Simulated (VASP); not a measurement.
Set up this calculation in VASP 6.6.1, as the native input.

- Task: single point
- Functional: PBE
- Potentials or basis: VASP PAW PBE potentials, release 64 (Hf_pv, N)
- Cutoff: 520 eV
- k mesh: 18 × 18 × 18
- Occupations: gaussian, width 0.1 eV
- Spin: no spin polarisation
- Dipole correction: no
- Further INCAR settings: ALGO = Normal; EDIFF = 1e-07; NBANDS = 14

The structure of HfN lies in POSCAR:

```
HfN
1.0
    0.0000000000      2.2194675000      2.2590000000
    2.2985325000      0.0000000000      2.2590000000
    2.2985325000      2.2194675000      0.0000000000
Hf N
1 1
Direct
    0.0000000000      0.0000000000      0.0000000000
    0.5000000000      0.5000000000      0.5000000000
```

This cell differs from its parent crystal: strain +0.0175 x Voigt [1, -1, 0, 0, 0, 0].

One way to write it, as run:

INCAR

```
SYSTEM = HfN
PREC = Accurate ; ENCUT = 520
EDIFF = 1E-7 ; ISMEAR = 0
SIGMA = 0.1 ; LREAL = .FALSE.
LASPH = .TRUE. ; NELM = 60
ALGO = Normal ; ISIF = 2
LWAVE = .FALSE. ; LCHARG = .TRUE.
GGA = PE ; LELF = .TRUE.
LVHAR = .TRUE. ; NBANDS = 14
```

KPOINTS

```
Automatic mesh
0
G
  18 18 18
  0 0 0
```

Potentials or basis: VASP PAW PBE potentials, release 64 (Hf_pv, N).

Launch:

```sh
$ cat potpaw_PBE.64/Hf_pv/POTCAR potpaw_PBE.64/N/POTCAR > POTCAR
$ mpirun -np 1 vasp_std > vasp.out
```

Results of the run:

The pressure is 3.7 GPa.

Caveat: the cell differs from its parent crystal (strain +0.0175 x Voigt [1, -1, 0, 0, 0, 0]).

It took 67 s on 1 thread of Intel(R) Xeon(R) 6975P-C (Granite Rapids), on a shared host, peak memory 0.38 GiB.
